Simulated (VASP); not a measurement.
# LiF (I4/mmm) in VASP: notebook, part 2 of 2

VASP 6.6.1.

## 4. Single point, PBE

This run uses another cell than the first one, of the same volume but with other edges.

INCAR

```
SYSTEM = LiF
  ALGO = Normal
  EDIFF = 1E-7
  ENCUT = 520
  GGA = PE
  ISIF = 2
  ISMEAR = 0
  LASPH = .TRUE.
  LCHARG = .FALSE.
  LREAL = .FALSE.
  LWAVE = .FALSE.
  NBANDS = 12
  NELM = 100
  PREC = Accurate
  SIGMA = 0.05
```

KPOINTS

```
k-points
0
G
  12 12 12
  0 0 0
```

POSCAR

```
LiF
1.0
    0.0000000000      1.8453482987      2.3989527883
    1.8453482987      0.0000000000      2.3989527883
    1.8453482987      1.8453482987      0.0000000000
Li F
1 1
Direct
    0.0000000000      0.0000000000      0.0000000000
    0.5000000000      0.5000000000      0.5000000000
```

Potentials or basis: VASP PAW PBE potentials, release 64 (Li_sv, F).

Started as:

```bash
cat potpaw_PBE.64/Li_sv/POTCAR potpaw_PBE.64/F/POTCAR > POTCAR
mpirun -np 1 vasp_std > vasp.out
```

OUTCAR:

```text
SYSTEM = LiF
   EDIFF = 1E-7
   ENCUT = 520
   GGA = PE
   ISIF = 2
   ISMEAR = 0
   LASPH = .TRUE.
   LREAL = .FALSE.
   NELM = 100
   PREC = Accurate

 ion  position               nearest neighbor table
   1  0.000  0.000  0.000-   2 1.85   2 1.85   2 1.85   2 1.85
   2  0.500  0.500  0.500-   1 1.85   1 1.85   1 1.85   1 1.85

  LATTYP: Found a body centered tetragonal cell.
 ALAT       =     2.6097165913
 C/A-ratio  =     1.8384776311

  Lattice vectors:

[... 548 lines left out ...]

  FORCE on cell =-STRESS in cart. coord.  units (eV):
  Direction    XX          YY          ZZ          XY          YZ          ZX
  --------------------------------------------------------------------------------------
  -------------------------------------------------------------------------------------
  Total        1.7013267      1.7013267     -0.2295156      0.0000000      0.0000000      0.0000000
  in kB      166.8360529    166.8360529    -22.5068313      0.0000000      0.0000000      0.0000000
  external PRESSURE =     103.7217582 kB  Pullay stress =       0.0000000 kB

 VOLUME and BASIS-vectors are now :
 -----------------------------------------------------------------------------
  energy-cutoff  :      520.00
  volume of cell :       16.34
      direct lattice vectors                 reciprocal lattice vectors
     0.000000000  1.845348299  2.398952788    -0.270951560  0.270951560  0.208424277
     1.845348299  0.000000000  2.398952788     0.270951560 -0.270951560  0.208424277
     1.845348299  1.845348299  0.000000000     0.270951560  0.270951560 -0.208424277

 POSITION                                       TOTAL-FORCE (eV/Angst)
 -----------------------------------------------------------------------------------
      0.00000      0.00000      0.00000        -0.000000      0.000000      0.000000
      1.84535      1.84535      2.39895         0.000000     -0.000000      0.000000
 -----------------------------------------------------------------------------------
    total drift:                               -0.000000     -0.000000      0.000000

  FREE ENERGIE OF THE ION-ELECTRON SYSTEM (eV)
  ---------------------------------------------------
  free  energy   TOTEN  =        -9.4728010742 eV

  energy  without entropy=       -9.4728010742  energy(sigma->0) =       -9.47280107
```

OSZICAR:

```text
N       E                     dE             d eps       ncg     rms          rms(c)
DAV:   1     0.327617623605E+02    0.32762E+02   -0.54485E+03  4052   0.849E+02
DAV:   2    -0.894008015654E+01   -0.41702E+02   -0.40669E+02  4704   0.190E+02
DAV:   3    -0.100898879153E+02   -0.11498E+01   -0.11474E+01  5200   0.275E+01
DAV:   4    -0.101015930952E+02   -0.11705E-01   -0.11704E-01  4480   0.292E+00
DAV:   5    -0.101017498271E+02   -0.15673E-03   -0.15673E-03  5232   0.249E-01    0.492E+00
DAV:   6    -0.946056149031E+01    0.64119E+00   -0.28890E+00  4344   0.107E+01    0.146E+00
DAV:   7    -0.946420432519E+01   -0.36428E-02   -0.24517E-02  5048   0.139E+00    0.924E-01
DAV:   8    -0.947259331125E+01   -0.83890E-02   -0.19172E-02  4656   0.139E+00    0.129E-01
DAV:   9    -0.947267059393E+01   -0.77283E-04   -0.11483E-03  4888   0.297E-01    0.510E-02
DAV:  10    -0.947280268655E+01   -0.13209E-03   -0.19299E-04  4468   0.103E-01    0.114E-02
DAV:  11    -0.947280090727E+01    0.17793E-05   -0.46513E-06  4992   0.217E-02    0.235E-03
DAV:  12    -0.947280113171E+01   -0.22444E-06   -0.41451E-07  4648   0.600E-03    0.780E-04
DAV:  13    -0.947280107423E+01    0.57487E-07   -0.28554E-08  3428   0.153E-03
   1 F= -.94728011E+01 E0= -.94728011E+01  d E =-.351288E-13
```

stdout:

```text
POSCAR found type information on POSCAR LiF
 POSCAR found :  2 types and       2 ions
 scaLAPACK will be used
 LDA part: xc-table for (Slater+PW92), standard interpolation
 POSCAR, INCAR and KPOINTS ok, starting setup
 FFT: planning ... GRIDC
 FFT: planning ... GRID_SOFT
 FFT: planning ... GRID
 WAVECAR not read
 entering main loop
```

Run time: 69 s. Hardware: 1 thread of AMD EPYC 7R13, shared host; peak memory 0.11 GiB.

What came out:

```yaml
Free_energy: -9.4728 eV
Band_gap_on_the_k_mesh: 8.67 eV, indirect (least direct gap 8.86 eV)
```

Levels at points of the mesh, in eV from the valence-band top:
```tsv
k point	band 1	band 2	band 3	band 4	band 5	band 6	band 7	band 8	band 9	band 10
(0.00, 0.00, 0.00)	-40.78	-20.09	-0.23	-0.23	-0.19	8.67	20.91	23.54	25.91	25.91
(0.50, 0.00, 0.00)	-40.70	-19.73	-2.57	-0.66	-0.02	10.75	16.37	17.57	21.50	28.46
(0.50, 0.50, 0.00)	-40.74	-19.67	-3.20	-0.63	-0.63	12.26	17.87	19.05	23.28	23.28
(0.50, 0.00, 0.50)	-40.66	-19.27	-3.15	-2.20	-0.61	16.01	16.62	17.81	18.04	21.54
```

Caveat: the cutoff is under 1.25 times the usual one of these potentials, so pressure, stress and relaxed cells hold a basis-set (Pulay) error. A k mesh can miss the band edges.

## 5. Overview

| cell | gap on the mesh (eV) |
| --- | --- |
| a = 2.960, b = 2.960, c = 2.680 Å, angles 63.1, 63.1, 53.8°, 2 atoms | 8.89 |
| a = 2.775, b = 2.775, c = 3.094 Å, angles 56.1, 56.1, 67.8°, 2 atoms | 8.68 |
| a = 3.027, b = 3.027, c = 2.610 Å, angles 64.5, 64.5, 51.1°, 2 atoms | 8.67 |

Alike in all rows: task single point; level PBE; potentials or basis VASP PAW PBE potentials, release 64 (Li_sv, F); no spin polarisation; k mesh 12 × 12 × 12; cutoff (eV) 520; smearing gaussian 0.05 eV.

Caveats: the cutoff is under 1.25 times the usual one of these potentials, so pressure, stress and relaxed cells hold a basis-set (Pulay) error.

Total energies depend on the potentials used, so only differences within one code and one set of settings carry meaning.
